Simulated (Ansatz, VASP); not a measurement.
## C in VASP and in Ansatz

INCAR

```
PREC = Accurate ; ENCUT = 520
EDIFF = 1E-6 ; ISMEAR = 0
SIGMA = 0.05 ; LREAL = False
LASPH = True ; NELM = 80
ALGO = Normal ; ISIF = 2
LWAVE = False ; LCHARG = False
GGA = PE ; NBANDS = 11
```

The input KPOINTS:

```
regular mesh
0
Gamma
  12 12 12
```

Contents of POSCAR:

```
C
1.0
    0.0000000000      1.7857375319      1.8125235949
    1.7857375319      0.0000000000      1.8125235949
    1.7857375319      1.7857375319      0.0000000000
C
2
Direct
    0.5000000000      0.5000000000      0.5000000000
    0.7500000000      0.7500000000      0.7500000000
```

Input for Ansatz:

```yaml
crystal:
  lattice:
    - [0.0, 1.7857375319, 1.8125235949]
    - [1.7857375319, 0.0, 1.8125235949]
    - [1.7857375319, 1.7857375319, 0.0]
  atoms:
    - { symbol: C, position: [0.5, 0.5, 0.5] }
    - { symbol: C, position: [0.75, 0.75, 0.75] }
basis:
  ecutwfc: 420
kpoints:
  mp_grid: { grid: [12, 12, 12] }
hamiltonian:
  xc: pbe
scf:
  occupations: { method: gaussian, width: 0.05 }
output:
  forces: true
  stress: true
  eigenvalues: true
```

Change from the starting cell: strain +0.0150 x Voigt [0, 0, 1, 0, 0, 0], atoms carried along.

Alike in both runs: task single point; functional PBE; k mesh 12 × 12 × 12; occupations gaussian, width 0.05 eV; no spin polarisation.

|  | VASP | Ansatz |
| --- | --- | --- |
| version | VASP 6.6.1 | Ansatz 0.2.0 |
| potentials or method | VASP PAW PBE potentials, release 64 (C), cutoff 520 eV | scalar-relativistic, plane waves, PAW |
| valence electrons in the cell | 8 | 8 |

Ansatz gave:

| Quantity | Value |
| --- | --- |
| gap on the k mesh at the Fermi level (eV) | 3.93 |
| least direct gap on the mesh (eV) | 5.41 |
| pressure (GPa) | -6.2 |
| traceless stress, the component that is largest in VASP (GPa) | -9.19 |

Task: Estimate VASP's values.

Result: gap on the k mesh at the Fermi level (eV): 3.92; least direct gap on the mesh (eV): 5.40; pressure (GPa): -5.6; traceless stress, the component that is largest in VASP (GPa): -9.18.
